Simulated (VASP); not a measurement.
Input of a VASP 6.6.1 run:

File INCAR:

```
PREC = Accurate
ENCUT = 520
EDIFF = 1E-6
ISMEAR = 0
SIGMA = 0.05
LREAL = False
LASPH = True
NELM = 80
ALGO = Normal
ISIF = 2
LWAVE = False
LCHARG = False
GGA = PS
NBANDS = 16
```

KPOINTS

```
Automatic mesh
0
Gamma
  6 6 4
```

The input POSCAR:

```
MgS
1.0
    4.0346224068      0.0000000000      0.0000000000
   -2.0173112034      3.4940854990      0.0000000000
    0.0000000000      0.0000000000      6.1750024128
Mg S
2 2
Direct
    0.6666666667      0.3333333333      0.4957548500
    0.3333333333      0.6666666667      0.9957548500
    0.3333333333      0.6666666667      0.3792441500
    0.6666666667      0.3333333333      0.8792441500
```

Potentials or basis: VASP PAW PBE potentials, release 64 (Mg, S).

The run is started by

```sh
$ cat potpaw_PBE.64/Mg/POTCAR potpaw_PBE.64/S/POTCAR > POTCAR
$ mpirun -np 1 vasp_std > vasp.out
```

(1) What does it give for the largest force?

(2) What does it give for the band gap on the k mesh?

(3) What does it give for the pressure?

Results:

(1) 0.360 eV/Å.

(2) 3.39 eV, direct.

(3) 2.2 GPa.

Caveat: the cell differs from its parent crystal (strain +0.000 along x and y, -0.040 along z); the PAW data sets were made with another functional, which shifts forces and pressure a little.
